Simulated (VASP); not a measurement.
Input of a VASP 6.6.1 run:

INCAR

```
PREC     = Accurate       # precision mode
ENCUT    = 600            # plane-wave cutoff, eV
EDIFF    = 1E-6           # SCF threshold, eV
ISMEAR   = 0              # smearing method
SIGMA    = 0.05           # smearing width, eV
LREAL    = F              # projectors in reciprocal space
LASPH    = T              # aspherical terms in the spheres
NELM     = 120            # most SCF steps
ALGO     = Normal         # electronic algorithm
ISIF     = 2              # what is computed and relaxed
LWAVE    = F              # write WAVECAR
LCHARG   = F              # write CHGCAR
GGA      = PE             # functional
NBANDS   = 16             # bands
GGA_COMPAT= F
```

Contents of KPOINTS:

```
regular mesh
0
Gamma
  4 4 4
```

POSCAR

```
MnO
1.0
    0.0000000000      2.2229500000      2.2229500000
    2.2229500000      0.0000000000      2.2229500000
    2.2229500000      2.2229500000      0.0000000000
Mn O
1 1
Direct
    0.0000000000      0.0000000000      0.0000000000
    0.5000000000      0.5000000000      0.5000000000
```

Potentials or basis: VASP PAW PBE potentials, release 64 (Mn_pv, O).

The run is started by

```sh
$ cat potpaw_PBE.64/Mn_pv/POTCAR potpaw_PBE.64/O/POTCAR > POTCAR
$ mpirun -np 1 vasp_std > vasp.out
```

(1) Estimate the pressure.

Answers

(1) -34.9 GPa.

Caveat: the k points lie up to 0.61 Å⁻¹ apart; an odd number of electrons without spin polarisation forces a metal; a magnetic or distorted state may lie lower; the run has no spin polarisation, though such a crystal can be magnetic.
